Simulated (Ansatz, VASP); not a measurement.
## TiAl2C2 in VASP and in Ansatz

Contents of INCAR:

```
ALGO = Normal ; EDIFF = 1E-7
ENCUT = 520 ; GGA = PE
ISIF = 2 ; ISMEAR = 0
ISPIN = 2 ; LASPH = True
LCHARG = False ; LMAXMIX = 4
LORBIT = 11 ; LREAL = False
LWAVE = False ; MAGMOM = 1 0 0 0 0
NBANDS = 25 ; NELM = 150
PREC = Accurate ; SIGMA = 0.1
```

KPOINTS

```
k-points
0
Gamma
  6 6 6
```

File POSCAR:

```
TiAl2C2
1.0
   -1.9506656495      1.9506656495      3.8462059340
    1.9506656495     -1.9506656495      3.8462059340
    1.9506656495      1.9506656495     -3.8462059340
Ti Al C
1 2 2
Direct
    0.0000000000      0.0000000000      0.0000000000
    0.3325616304      0.3325616304      0.0000000000
    0.6674383696      0.6674383696      0.0000000000
    0.7500000000      0.2500000000      0.5000000000
    0.2500000000      0.7500000000      0.5000000000
```

Input for Ansatz:

```yaml
crystal:
  lattice:
    - [-1.9506656495, 1.9506656495, 3.846205934]
    - [1.9506656495, -1.9506656495, 3.846205934]
    - [1.9506656495, 1.9506656495, -3.846205934]
  atoms:
    - { symbol: Ti, position: [0.0, 0.0, 0.0], spin: 1.0 }
    - { symbol: Al, position: [0.3325616304, 0.3325616304, 0.0] }
    - { symbol: Al, position: [0.6674383696, 0.6674383696, 0.0] }
    - { symbol: C, position: [0.75, 0.25, 0.5] }
    - { symbol: C, position: [0.25, 0.75, 0.5] }
basis:
  ecutwfc: 420
kpoints:
  mp_grid: { grid: [6, 6, 6] }
hamiltonian:
  xc: pbe
scf:
  occupations: { method: gaussian, width: 0.1 }
  lower_state_search: "off"
output:
  forces: true
  stress: true
  eigenvalues: true
  populations: true
magnetization:
  spin_polarized: true
```

Change from the starting cell: species swapped into the YSi2Pd2 type (I4/mmm, No. 139).

Alike in both runs: task single point; functional PBE; k mesh 6 × 6 × 6; occupations gaussian, width 0.1 eV; collinear spin.

|  | VASP | Ansatz |
| --- | --- | --- |
| version | VASP 6.6.1 | Ansatz 0.2.0 |
| potentials or method | VASP PAW PBE potentials, release 64 (Ti_sv, Al, C), cutoff 520 eV | scalar-relativistic, plane waves, PAW |
| valence electrons in the cell | 26 | 26 |

Ansatz gave:

- gap on the k mesh at the Fermi level (eV): none
- pressure (GPa): 0.6
- traceless stress, the component that is largest in VASP (GPa): 1.66
- rms of the force components (eV/Å): 0.058
- net moment per atom (μB): 0.18
- size of the moment on the site where the two differ most (μB): 0.70

Estimate VASP's values.

gap on the k mesh at the Fermi level (eV): none; pressure (GPa): 0.6; traceless stress, the component that is largest in VASP (GPa): 1.69; rms of the force components (eV/Å): 0.060; net moment per atom (μB): 0.18; size of the moment on the site where the two differ most (μB): 0.75.

Site moments also hang on the region over which each program counts them. Atom by atom the forces differ by 0.002 eV/Å (rms over components). A gap of «none» marks a metal or a gap that the smearing closes.

The k mesh is coarse, so the values compare programs but aren't converged.
